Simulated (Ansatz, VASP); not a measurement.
MgO: VASP beside Ansatz

INCAR

```
SYSTEM = MgO
ALGO = Normal ; EDIFF = 1E-6
ENCUT = 600 ; GGA = PE
GGA_COMPAT = .FALSE. ; ISIF = 2
ISMEAR = 0 ; LASPH = .TRUE.
LCHARG = .FALSE. ; LREAL = .FALSE.
LWAVE = .FALSE. ; NBANDS = 11
NELM = 120 ; PREC = Accurate
SIGMA = 0.03
```

File KPOINTS:

```
k-points
0
G
  8 8 8
  0 0 0
```

The input POSCAR:

```
MgO
1.0
    0.0000000000      2.1060000000      2.1060000000
    2.1060000000      0.0000000000      2.1060000000
    2.1060000000      2.1060000000      0.0000000000
Mg O
1 1
Direct
    0.0000000000      0.0000000000      0.0000000000
    0.5000000000      0.5000000000      0.5000000000
```

Input for Ansatz:

```yaml
crystal:
  lattice:
    - [0.0, 2.106, 2.106]
    - [2.106, 0.0, 2.106]
    - [2.106, 2.106, 0.0]
  atoms:
    - { symbol: Mg, position: [0.0, 0.0, 0.0] }
    - { symbol: O, position: [0.5, 0.5, 0.5] }
scf:
  occupations: { method: gaussian, width: 0.03 }
output:
  eigenstates: { nscf_kmesh: { grid: [10, 10, 10] } }
hamiltonian:
  xc: pbe
kpoints:
  mp_grid: { grid: [8, 8, 8] }
```

Alike in both runs: task single point; functional PBE; k mesh 8 × 8 × 8; occupations gaussian, width 0.03 eV; no spin polarisation.

```csv
,VASP,Ansatz
version,VASP 6.6.1,Ansatz 0.2.0
potentials or method,"VASP PAW PBE potentials, release 64 (Mg, O)","scalar-relativistic, plane waves, PAW"
plane-wave cutoff (eV),600,420
valence electrons in the cell,8,16
```

```csv
,VASP,Ansatz,Ansatz less VASP
gap on the k mesh at the Fermi level (eV),4.73,4.74,+0.016
least direct gap on the mesh (eV),4.73,4.74,+0.016
```

The functional is the same, so the differences come from potentials, cutoffs and numerics. VASP's potentials hold 8 valence electrons a cell and Ansatz's 16, so a difference there can come from the potentials and not from the codes.
